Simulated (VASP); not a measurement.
# BN (P6_3mc) in VASP: notebook

BN is run at these levels: PBE, LDA; tasks: single point.

Everything below comes from runs of VASP 6.6.1. Logs are shortened: lines on timing, memory, paths and dates and some standing lists are left out, and cuts for length are marked.

## (1) The cell of the first run

It takes space group P6_3mc (No. 186, hexagonal). The conventional cell has a = 2.544 Å, b = 2.544 Å, c = 4.208 Å, α = 90.00°, β = 90.00°, γ = 120.00°. Within 2.1 Å of B (site symmetry 3m) lie 4 N at 1.56 to 1.58 Å. Within 2.1 Å of N (site symmetry 3m) lie 4 B at 1.56 to 1.58 Å.

## (2) Single point, PBE

Input file INCAR:

```
SYSTEM = BN
  PREC = Accurate
  ENCUT = 520
  EDIFF = 1E-6
  ISMEAR = 0
  SIGMA = 0.01
  LREAL = .FALSE.
  LASPH = .TRUE.
  NELM = 80
  ALGO = Normal
  ISIF = 2
  LWAVE = .FALSE.
  LCHARG = .FALSE.
  GGA = PE
  NBANDS = 16
```

Input file KPOINTS:

```
regular mesh
0
G
  6 6 4
  0 0 0
```

Input file POSCAR:

```
BN
1.0
    2.5439493114      0.0000000000      0.0000000000
   -1.2719746557      2.2031247296      0.0000000000
    0.0000000000      0.0000000000      4.2078167820
B N
2 2
Direct
    0.6666666667      0.3333333333      0.0002035746
    0.3333333333      0.6666666667      0.5002035746
    0.6666666667      0.3333333333      0.3747964254
    0.3333333333      0.6666666667      0.8747964254
```

Potentials or basis: VASP PAW PBE potentials, release 64 (B, N).

The run is started by

```console
cat potpaw_PBE.64/B/POTCAR potpaw_PBE.64/N/POTCAR > POTCAR
mpirun -np 1 vasp_std > vasp.out
```

OUTCAR:

```text
SYSTEM = BN
   PREC = Accurate
   ENCUT = 520
   EDIFF = 1E-6
   ISMEAR = 0
   LREAL = .FALSE.
   LASPH = .TRUE.
   NELM = 80
   ISIF = 2
   GGA = PE

 ion  position               nearest neighbor table
   1  0.667  0.333  0.000-   4 1.56   4 1.56   4 1.56   3 1.58
   2  0.333  0.667  0.500-   3 1.56   3 1.56   3 1.56   4 1.58
   3  0.667  0.333  0.375-   2 1.56   2 1.56   2 1.56   1 1.58
   4  0.333  0.667  0.875-   1 1.56   1 1.56   1 1.56   2 1.58

  LATTYP: Found a hexagonal cell.
 ALAT       =     2.5439493114
 C/A-ratio  =     1.6540489872

  Lattice vectors:

 A1 = (   2.5439493114,   0.0000000000,   0.0000000000)
 A2 = (  -1.2719746557,   2.2031247296,   0.0000000000)
 A3 = (   0.0000000000,   0.0000000000,   4.2078167820)

Analysis of symmetry for initial positions (statically):
=====================================================================
 Subroutine PRICEL returns:
 Original cell was already a primitive cell.

 Routine SETGRP: Setting up the symmetry group for a
 hexagonal supercell.

 Subroutine GETGRP returns: Found 12 space group operations
 (whereof  6 operations were pure point group operations)
 out of a pool of 24 trial point group operations.

The static configuration has the point symmetry C_3v.
 The point group associated with its full space group is C_6v.

Analysis of symmetry for dynamics (positions and initial velocities):
=====================================================================
 Subroutine PRICEL returns:
 Original cell was already a primitive cell.

 Routine SETGRP: Setting up the symmetry group for a
 hexagonal supercell.

 Subroutine GETGRP returns: Found 12 space group operations
 (whereof  6 operations were pure point group operations)
 out of a pool of 24 trial point group operations.

The dynamic configuration has the point symmetry C_3v.
 The point group associated with its full space group is C_6v.

 Subroutine INISYM returns: Found 12 space group operations
 (whereof  6 operations are pure point group operations),
 and found     1 'primitive' translations

----------------------------------------------------------------------------------------

                                     Primitive cell

  volume of cell :      23.5833

  direct lattice vectors                    reciprocal lattice vectors
     2.543949311  0.000000000  0.000000000     0.393089593  0.226950382  0.000000000
    -1.271974656  2.203124730  0.000000000     0.000000000  0.453900765  0.000000000
     0.000000000  0.000000000  4.207816782     0.000000000  0.000000000  0.237652933

  length of vectors
     2.543949311  2.543949311  4.207816782     0.453900765  0.453900765  0.237652933

  position of ions in fractional coordinates (direct lattice)
     0.666666667  0.333333333  0.000203575
     0.333333333  0.666666667  0.500203575
     0.666666667  0.333333333  0.374796425
     0.333333333  0.666666667  0.874796425

  ion indices of the primitive-cell ions
   primitive index   ion index
                 1           1
                 2           2
                 3           3
                 4           4

----------------------------------------------------------------------------------------

 KPOINTS: regular mesh

Automatic generation of k-mesh.
 Grid dimensions read from file:
 generate k-points for:    6    6    4

 Generating k-lattice:

  Cartesian coordinates                     Fractional coordinates (reciprocal lattice)
     0.065514932  0.037825064  0.000000000     0.166666667  0.000000000  0.000000000
     0.000000000  0.075650127  0.000000000     0.000000000  0.166666667  0.000000000
     0.000000000  0.000000000  0.059413233     0.000000000  0.000000000  0.250000000

  Length of vectors
     0.075650127  0.075650127  0.059413233

  Shift w.r.t. Gamma in fractional coordinates (k-lattice)
     0.000000000  0.000000000  0.000000000

 Subroutine IBZKPT returns following result:
 ===========================================

 Found     21 irreducible k-points:

 Following reciprocal coordinates:
            Coordinates               Weight
  0.000000  0.000000  0.000000      1.000000
  0.166667  0.000000  0.000000      6.000000
  0.333333  0.000000  0.000000      6.000000
  0.500000  0.000000  0.000000      3.000000
  0.166667  0.166667  0.000000      6.000000
  0.333333  0.166667  0.000000     12.000000
[... 13 lines left out ...]
  0.333333  0.166667  0.500000     12.000000
  0.333333  0.333333  0.500000      2.000000
   k-points           NKPTS =     21   k-points in BZ     NKDIM =     21   number of bands    NBANDS=     16
   number of dos      NEDOS =    301   number of ions     NIONS =      4
   total plane-waves  NPLWV =  12800
   dimension x,y,z NGX =    20 NGY =   20 NGZ =   32
   dimension x,y,z NGXF=    40 NGYF=   40 NGZF=   64
   ions per type =               2   2
   NGX,Y,Z   is equivalent  to a cutoff of  13.07, 13.07, 12.64 a.u.
   NGXF,Y,Z  is equivalent  to a cutoff of  26.14, 26.14, 25.29 a.u.
 SYSTEM =  BN
   PREC   = accura    normal or accurate (medium, high low for compatibility)
   ISTART =      0    job   : 0-new  1-cont  2-samecut
   ICHARG =      2    charge: 1-file 2-atom 10-const
   ISPIN  =      1    spin polarized calculation?
   LNONCOLLINEAR =      F non collinear calculations
   LSORBIT =      F    spin-orbit coupling
   LASPH  =      T    aspherical Exc in radial PAW
   ENCUT  =  520.0 eV  38.22 Ry    6.18 a.u.   4.73  4.73  7.82*2*pi/ulx,y,z
   NELM   =     80;   NELMIN=  2; NELMDL= -5     # of ELM steps
   EDIFF  = 0.1E-05   stopping-criterion for ELM
   LREAL  =      F    real-space projection
   EDIFFG = 0.1E-04   stopping-criterion for IOM
   NSW    =      0    number of steps for IOM
   IBRION =     -1    ionic relax: 0-MD 1-quasi-New 2-CG
   NFREE  =      0    steps in history (QN), initial steepest desc. (CG)
   ISIF   =      2    stress and relaxation
   ISYM   =      2    0-nonsym 1-usesym 2-fastsym
   POTIM  = 0.5000    time-step for ionic-motion
   TEBEG  =    0.0;   TEEND  =   0.0 temperature during run
   PSTRESS=    0.0 pullay stress
   NELECT =      16.0000    total number of electrons
   NUPDOWN=      -1.0000    fix difference up-down
   EMIN   =  10.00;   EMAX   =-10.00  energy-range for DOS
   EFERMI =   0.00;   METHOD = LEGACY
   ISMEAR =     0;   SIGMA  =   0.01  broadening in eV -4-tet -1-fermi 0-gaus
   EFERMI_NEDOS =   21; number of points for ismear=-14 and -15
   IALGO  =     38    algorithm
   IMIX   =      4    mixing-type and parameters
     AMIX     =   0.40;   BMIX     =  1.00
     AMIX_MAG =   1.60;   BMIX_MAG =  1.00
  volume/ion in A,a.u.               =       5.90        39.79
  Fermi-wavevector in a.u.,A,eV,Ry     =   1.438512  2.718393 28.154749  2.069316
  Thomas-Fermi vector in A             =   2.557470
   LORBIT       =      0    0 simple, 1 ext, 2 COOP (PROOUT), +10 PAW based schemes
   GGA     = PE    functional components
   LHFCALC =     F    Hartree Fock is set to
   AEXX    =    0.0000 exact exchange contribution
   IVDW    =     0    specifies the selected vdW correction
   LEPSILON=     F    determine dielectric tensor
   LRPA    =     F    only Hartree local field effects (RPA)
 non-spin polarized calculation
 Gauss-broadening in eV      SIGMA  =   0.01
  energy-cutoff  :      520.00
  volume of cell :       23.58
 maximum number of plane-waves:       652
 NGX is ok and might be reduce to    20
   NGX =  9   NGY =  9   NGZ = 15

 number of electron      16.0000000 magnetization

 Free energy of the ion-electron system (eV)
  ---------------------------------------------------
  ext. energy  EPLUGINS =         0.00000000
  ---------------------------------------------------
  free energy    TOTEN  =       -34.82331782 eV

  energy without entropy =      -34.82331782  energy(sigma->0) =      -34.82331782

 E-fermi :   7.6264     XC(G=0): -12.8215

 val. band max:        7.5843842205   @ k =   0.0000   0.0000   0.0000
 cond. band min:      12.7727619652   @ k =   0.3333   0.3333   0.0000
 fundamental gap:      5.1883777447
 Fermi energy:         7.6263695676

 k-point     1 :       0.0000    0.0000    0.0000
  band No.  band energies     occupation
      1     -12.8445      2.00000
      2      -8.6810      2.00000
      3      -3.3534      2.00000
      4       5.4560      2.00000
      5       5.4560      2.00000
      6       7.3160      2.00000
[... 8 lines left out ...]
     15      19.5011      0.00000
     16      23.8305      0.00000

 k-point     2 :       0.1667    0.0000    0.0000
  band No.  band energies     occupation
      1     -12.2435      2.00000
      2      -8.2323      2.00000
      3      -2.7590      2.00000
      4       3.0957      2.00000
      5       4.5072      2.00000
      6       5.5928      2.00000
[... 8 lines left out ...]
     15      21.0932      0.00000
     16      22.9321      0.00000

 k-point     3 :       0.3333    0.0000    0.0000
  band No.  band energies     occupation
      1     -10.5435      2.00000
      2      -7.2744      2.00000
      3      -1.1159      2.00000
      4      -0.6314      2.00000
      5       2.0516      2.00000
      6       3.1361      2.00000
[... 8 lines left out ...]
     15      23.4164      0.00000
     16      24.0201      0.00000

 k-point     4 :       0.5000    0.0000    0.0000
  band No.  band energies     occupation
      1      -8.7413      2.00000
      2      -7.4578      2.00000
      3      -1.9197      2.00000
      4      -0.2285      2.00000
      5       0.6623      2.00000
      6       2.5891      2.00000
[... 8 lines left out ...]
     15      24.0685      0.00000
     16      25.4308      0.00000
[... 267 lines left out ...]
 k-point    19 :       0.1667    0.1667    0.5000
  band No.  band energies     occupation
      1      -9.7497      2.00000
      2      -9.7497      2.00000
      3       0.9587      2.00000
      4       0.9587      2.00000
      5       3.2673      2.00000
      6       3.2673      2.00000
[... 8 lines left out ...]
     15      22.4109      0.00000
     16      22.4109      0.00000

 k-point    20 :       0.3333    0.1667    0.5000
  band No.  band energies     occupation
      1      -8.1177      2.00000
      2      -8.1177      2.00000
      3      -1.5069      2.00000
      4      -1.5069      2.00000
      5       2.0116      2.00000
      6       2.0116      2.00000
[... 8 lines left out ...]
     15      23.8357      0.00000
     16      23.8357      0.00000

 k-point    21 :       0.3333    0.3333    0.5000
  band No.  band energies     occupation
      1      -7.3795      2.00000
      2      -7.3795      2.00000
      3      -1.2625      2.00000
      4      -1.2625      2.00000
      5      -0.1660      2.00000
      6      -0.1660      2.00000
[... 8 lines left out ...]
     15      24.2871      0.00000
     16      24.2871      0.00000

------------------------ aborting loop because EDIFF is reached ----------------------------------------

  FORCE on cell =-STRESS in cart. coord.  units (eV):
  Direction    XX          YY          ZZ          XY          YZ          ZX
  --------------------------------------------------------------------------------------
  -------------------------------------------------------------------------------------
  Total        0.7433843      0.7433843      0.7021649      0.0000000      0.0000000      0.0000000
  in kB       50.5032828     50.5032828     47.7029618      0.0000000      0.0000000      0.0000000
  external PRESSURE =      49.5698424 kB  Pullay stress =       0.0000000 kB

 VOLUME and BASIS-vectors are now :
 -----------------------------------------------------------------------------
  energy-cutoff  :      520.00
  volume of cell :       23.58
      direct lattice vectors                 reciprocal lattice vectors
     2.543949311  0.000000000  0.000000000     0.393089593  0.226950382  0.000000000
    -1.271974656  2.203124730  0.000000000     0.000000000  0.453900765  0.000000000
     0.000000000  0.000000000  4.207816782     0.000000000  0.000000000  0.237652933

 POSITION                                       TOTAL-FORCE (eV/Angst)
 -----------------------------------------------------------------------------------
      1.27197      0.73437      0.00086         0.000000      0.000000      0.004113
     -0.00000      1.46875      2.10476        -0.000000      0.000000      0.004113
      1.27197      0.73437      1.57707        -0.000000      0.000000     -0.004113
     -0.00000      1.46875      3.68098         0.000000     -0.000000     -0.004113
 -----------------------------------------------------------------------------------
    total drift:                               -0.000000     -0.000000     -0.000416

  FREE ENERGIE OF THE ION-ELECTRON SYSTEM (eV)
  ---------------------------------------------------
  free  energy   TOTEN  =       -34.8233178191 eV

  energy  without entropy=      -34.8233178191  energy(sigma->0) =      -34.82331782
```

Wall time 3.9 s (1 thread of Intel Xeon 6975P-C (Granite Rapids), shared host); peak memory 0.13 GiB.

Results:

```yaml
Free_energy: -34.8233 eV
Pressure: 5.0 GPa
Largest_force: 0.004 eV/Å
Band_gap_on_the_k_mesh: 5.19 eV (least direct gap 8.32 eV)
```

Forces on the atoms (eV/Å):
```
B    0.000  0.000  0.004
B    0.000  0.000  0.004
N    0.000  0.000 -0.004
N    0.000  0.000 -0.004
```

Caveat: the k points lie up to 0.48 Å⁻¹ apart. A hybrid or GW would open this gap; PBE tends to underestimate it.

## (3) Single point, LDA

Input file INCAR:

```
SYSTEM = BN
ALGO = Normal
EDIFF = 1E-7
ENCUT = 520
ISIF = 2
ISMEAR = 0
LASPH = .TRUE.
LCHARG = .TRUE.
LELF = .TRUE.
LREAL = .FALSE.
LVHAR = .TRUE.
LWAVE = .FALSE.
NBANDS = 16
NELM = 60
PREC = Accurate
SIGMA = 0.01
```

Input file KPOINTS:

```
k-points
0
G
  6 6 4
  0 0 0
```

POSCAR is that of step 2.

Potentials or basis: VASP PAW LDA potentials, release 64 (B, N).

The run is started by

```console
cat potpaw_LDA.64/B/POTCAR potpaw_LDA.64/N/POTCAR > POTCAR
mpirun -np 1 vasp_std > vasp.out
```

Run time: 3.6 s. Hardware: 1 thread of Intel Xeon 6975P-C (Granite Rapids), shared host; peak memory 0.12 GiB.

It converged, with:

```
Free energy            : -38.7387 eV
Pressure               : -8.4 GPa
Band gap on the k mesh : 4.96 eV (least direct gap 8.20 eV)
```

Forces on the atoms (eV/Å):
```
B    0.000  0.000 -0.003
B    0.000  0.000 -0.003
N    0.000  0.000  0.003
N    0.000  0.000  0.003
```

Stress tensor (GPa, compression positive):
```
-8.42  0.00  0.00
 0.00 -8.42  0.00
 0.00  0.00 -8.34
```

Levels at points of the mesh, in eV from the valence-band top:
```
           k point  band 4  band 5  band 6  band 7  band 8  band 9  band 10  band 11  band 12  band 13
(0.00, 0.00, 0.00)   -2.14   -2.14   -0.27    0.00    0.00    8.24     8.24     8.50     9.62    10.85
(0.50, 0.00, 0.00)   -7.79   -6.91   -5.02   -4.47   -2.13    6.62     7.82    10.48    11.44    12.86
(0.00, 0.00, 0.50)   -5.70   -1.18   -1.18   -1.18   -1.18    9.47     9.47     9.80     9.80     9.80
(0.50, 0.00, 0.50)  -10.04   -3.79   -3.79   -3.58   -3.58    6.50     6.50     9.98     9.98    14.14
```

Caveat: the k points lie up to 0.48 Å⁻¹ apart. A k mesh can miss the band edges.

## (4) Single point, PBE

Input file INCAR:

```
PREC     = Accurate       # precision mode
ENCUT    = 520            # plane-wave cutoff, eV
EDIFF    = 1E-6           # SCF threshold, eV
ISMEAR   = 0              # smearing method
SIGMA    = 0.01           # smearing width, eV
LREAL    = False          # projectors in reciprocal space
LASPH    = True           # aspherical terms in the spheres
NELM     = 60             # most SCF steps
ALGO     = Normal         # electronic algorithm
ISIF     = 2              # what is computed and relaxed
LWAVE    = False          # write WAVECAR
LCHARG   = True           # write CHGCAR
GGA      = PE             # functional
LELF     = True           # ELF
LVHAR    = True         
NBANDS   = 16             # bands
```

Input file KPOINTS:

```
Automatic mesh
0
Gamma
  6 6 4
```

POSCAR is that of step 3.

Potentials or basis: VASP PAW PBE potentials, release 64 (B, N).

The run is started by

```console
cat potpaw_PBE.64/B/POTCAR potpaw_PBE.64/N/POTCAR > POTCAR
mpirun -np 1 vasp_std > vasp.out
```

It took 4 s on 1 thread of Intel Xeon 6975P-C (Granite Rapids), shared host; peak memory 0.13 GiB.

The run converged. Its results:

* Free energy: -34.8233 eV
* Pressure: 5.0 GPa
* Largest force: 0.004 eV/Å
* Band gap on the k mesh: 5.19 eV (least direct gap 8.32 eV)

Forces in eV/Å, atoms in the order of the input:
```
B    0.000  0.000  0.004
B    0.000  0.000  0.004
N    0.000  0.000 -0.004
N    0.000  0.000 -0.004
```

Stress tensor (GPa, compression positive):
```
5.05 0.00 0.00
0.00 5.05 0.00
0.00 0.00 4.77
```

Levels at points of the mesh, in eV from the valence-band top:
| k point | band 4 | band 5 | band 6 | band 7 | band 8 | band 9 | band 10 | band 11 | band 12 | band 13 |
| --- | --- | --- | --- | --- | --- | --- | --- | --- | --- | --- |
| (0.00, 0.00, 0.00) | -2.13 | -2.13 | -0.27 | 0.00 | 0.00 | 8.38 | 8.38 | 8.62 | 9.56 | 10.81 |
| (0.50, 0.00, 0.00) | -7.81 | -6.92 | -5.00 | -4.42 | -2.12 | 6.72 | 7.98 | 10.62 | 11.51 | 12.94 |
| (0.00, 0.00, 0.50) | -5.72 | -1.18 | -1.18 | -1.18 | -1.18 | 9.52 | 9.52 | 9.94 | 9.94 | 9.94 |
| (0.50, 0.00, 0.50) | -10.04 | -3.78 | -3.78 | -3.58 | -3.58 | 6.60 | 6.60 | 10.06 | 10.06 | 14.30 |

Caveat: the k points lie up to 0.48 Å⁻¹ apart. A k mesh can miss the band edges.
